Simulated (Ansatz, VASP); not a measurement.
## Cd in VASP and in Ansatz

The input INCAR:

```
SYSTEM = Cd
PREC     = Accurate       ! precision mode
ENCUT    = 520            ! plane-wave cutoff, eV
EDIFF    = 1E-6           ! SCF threshold, eV
ISMEAR   = -1             ! smearing method
SIGMA    = 0.1            ! smearing width, eV
LREAL    = .False.        ! projectors in reciprocal space
LASPH    = .True.         ! aspherical terms in the spheres
NELM     = 80             ! most SCF steps
ALGO     = Normal         ! electronic algorithm
ISIF     = 2              ! what is computed and relaxed
LWAVE    = .False.        ! write WAVECAR
LCHARG   = .False.        ! write CHGCAR
GGA      = PS             ! functional
NBANDS   = 32             ! bands
```

File KPOINTS:

```
Automatic mesh
0
Gamma
  13 13 4
  0 0 0
```

Contents of POSCAR:

```
Cd
1.0
    3.1165496781      0.0000000000      0.0000000000
   -1.5582748390      2.6990111934      0.0000000000
    0.0000000000      0.0000000000      9.9231965708
Cd
4
Direct
    1.0000000000      0.0000000000      0.0000000000
    1.0000000000      0.0000000000      0.5000000000
    0.3333333333      0.6666666667      0.2500000000
    0.6666666667      0.3333333333      0.7500000000
```

Input for Ansatz:

```yaml
crystal:
  lattice:
    - [3.1165496781, 0.0, 0.0]
    - [-1.558274839, 2.6990111934, 0.0]
    - [0.0, 0.0, 9.9231965708]
  atoms:
    - { symbol: Cd, position: [1.0, 0.0, 0.0] }
    - { symbol: Cd, position: [1.0, 0.0, 0.5] }
    - { symbol: Cd, position: [0.3333333333, 0.6666666667, 0.25] }
    - { symbol: Cd, position: [0.6666666667, 0.3333333333, 0.75] }
hamiltonian:
  xc: pbesol
  pseudopotentials:
    kind: paw
    azcp:
      Cd: "pseudopotentials/Cd.paw.azcp"
basis:
  ecutwfc: 420
  fft_grid_basis: typed
kpoints:
  mp_grid: { grid: [13, 13, 4], shift: [0, 0, 0] }
magnetization:
  spin_polarized: false
scf:
  occupations: { method: fermi_dirac, width: 0.1 }
  lower_state_search: "off"
output:
  stress: true
  write_density: true
  write_potential: true
  elf: true
  volumetric_format: npy
```

Alike in both runs: task single point; functional PBEsol; k mesh 13 × 13 × 4; occupations fermi-dirac, width 0.1 eV; no spin polarisation.

|  | VASP | Ansatz |
| --- | --- | --- |
| version | VASP 6.6.1 | Ansatz 0.2.0 |
| potentials or method | VASP PAW PBE potentials, release 64 (Cd), cutoff 520 eV | plane waves (420 eV) with PAW, scalar-relativistic |
| valence electrons in the cell | 48 | 80 |

```tsv
	VASP	Ansatz	Ansatz less VASP
pressure (GPa)	0.5	0.1	-0.35
traceless stress, the component that is largest in VASP (GPa)	0.17	0.16	-0.015
```

VASP's potentials were made for PBE, not for PBEsol, and Ansatz warns of the same on its side. With one functional, cell and mesh, what is left measures potentials, basis and numerics. VASP's potentials hold 48 valence electrons a cell and Ansatz's 80, so a difference there can come from the potentials and not from the codes.
